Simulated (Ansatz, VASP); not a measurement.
K: VASP beside Ansatz

INCAR

```
SYSTEM = K
  ALGO = Fast
  EDIFF = 1E-6
  ENCUT = 520
  GGA = PS
  ISIF = 2
  ISMEAR = 0
  LASPH = .TRUE.
  LCHARG = .FALSE.
  LREAL = .FALSE.
  LWAVE = .FALSE.
  NBANDS = 10
  NELM = 100
  PREC = Accurate
  SIGMA = 0.15
```

Contents of KPOINTS:

```
k-points
0
G
  14 14 14
  0 0 0
```

The input POSCAR:

```
K
1.0
   -2.5361333235      2.5361333235      2.7897466559
    2.5361333235     -2.5361333235      2.7897466559
    2.5361333235      2.5361333235     -2.7897466559
K
1
Direct
    0.0000000000      0.0000000000      0.0000000000
```

Input for Ansatz:

```yaml
crystal:
  lattice:
    - [-2.5361333235, 2.5361333235, 2.7897466559]
    - [2.5361333235, -2.5361333235, 2.7897466559]
    - [2.5361333235, 2.5361333235, -2.7897466559]
  atoms:
    - { symbol: K, position: [0.0, 0.0, 0.0] }
basis:
  ecutwfc: 420
kpoints:
  mp_grid: { grid: [14, 14, 14] }
hamiltonian:
  xc: pbesol
scf:
  occupations: { method: gaussian, width: 0.15 }
output:
  forces: true
  stress: true
  eigenvalues: true
```

Alike in both runs: task single point; functional PBEsol; k mesh 14 × 14 × 14; occupations gaussian, width 0.15 eV; no spin polarisation.

```csv
,VASP,Ansatz
version,VASP 6.6.1,Ansatz 0.2.0
potentials or method,"VASP PAW PBE potentials, release 64 (K_sv), cutoff 520 eV","scalar-relativistic, plane waves, PAW"
valence electrons in the cell,9,9
```

|  | VASP | Ansatz | Ansatz less VASP |
| --- | --- | --- | --- |
| gap on the k mesh at the Fermi level (eV) | none | none | - |
| pressure (GPa) | 0.0 | 0.0 | +0.01 |

VASP's potentials were made for PBE, not for PBEsol. A gap of «none» marks a metal or a gap that the smearing closes. With one functional, cell and mesh, what is left measures potentials, basis and numerics.
